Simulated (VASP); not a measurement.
**WC: single point with PBE**

The system is WC.

```
CELL_PARAMETERS angstrom
2.92261 0.00000 0.00000
-1.46131 2.53106 0.00000
0.00000 0.00000 2.84577
ATOMIC_POSITIONS crystal
W 0.00000 0.00000 0.00000
C 0.66667 0.33333 0.50000
```

```yaml
Program: VASP 6.6.1
Task: single point
Functional: PBE
Potentials_or_basis: VASP PAW PBE potentials, release 64 (W_sv, C_h)
Cutoff: 910 eV
k_mesh: 6 × 6 × 8
Occupations: gaussian, width 0.1 eV
Spin: no spin polarisation
Dipole_correction: no
Second_run: hard_potentials
Further_INCAR_settings: ALGO = Normal; EDIFF = 1e-06; NBANDS = 16
```

| Property | Result |
| --- | --- |
| Pressure | 1.0 GPa |
| Band gap on the k mesh | zero (band 9 reaches 11.83 eV, above the bottom of band 10 at 10.63 eV) |

Stress tensor (GPa, compression positive):
```
0.88 0.00 0.00
0.00 0.88 0.00
0.00 0.00 1.19
```

Levels at points of the mesh, in eV from the Fermi level:
| k point | band 5 | band 6 | band 7 | band 8 | band 9 | band 10 | band 11 | band 12 | band 13 | band 14 |
| --- | --- | --- | --- | --- | --- | --- | --- | --- | --- | --- |
| (0.00, 0.00, 0.00) | -14.57 | -4.47 | -3.52 | -3.52 | -0.12 | 2.93 | 2.93 | 5.32 | 5.32 | 6.03 |
| (0.50, 0.00, 0.00) | -11.28 | -7.21 | -3.77 | -3.74 | -0.71 | 2.07 | 4.19 | 4.53 | 6.55 | 9.34 |
| (0.00, 0.00, 0.50) | -10.62 | -8.79 | -2.24 | -2.24 | -0.80 | -0.80 | 3.41 | 4.24 | 4.24 | 9.64 |
| (0.50, 0.00, 0.50) | -11.44 | -6.60 | -4.50 | -4.39 | 0.03 | 4.09 | 4.97 | 6.27 | 8.80 | 9.71 |

It used 35 s of CPU time on 1 thread of AMD EPYC 7R13 Processor (Zen 3), on a shared host.

Caveat: the k points lie up to 0.41 Å⁻¹ apart; the cutoff is under 1.25 times the usual one of these potentials, so pressure, stress and relaxed cells hold a basis-set (Pulay) error; spin-orbit coupling is left out, which moves the levels of the heavy elements.
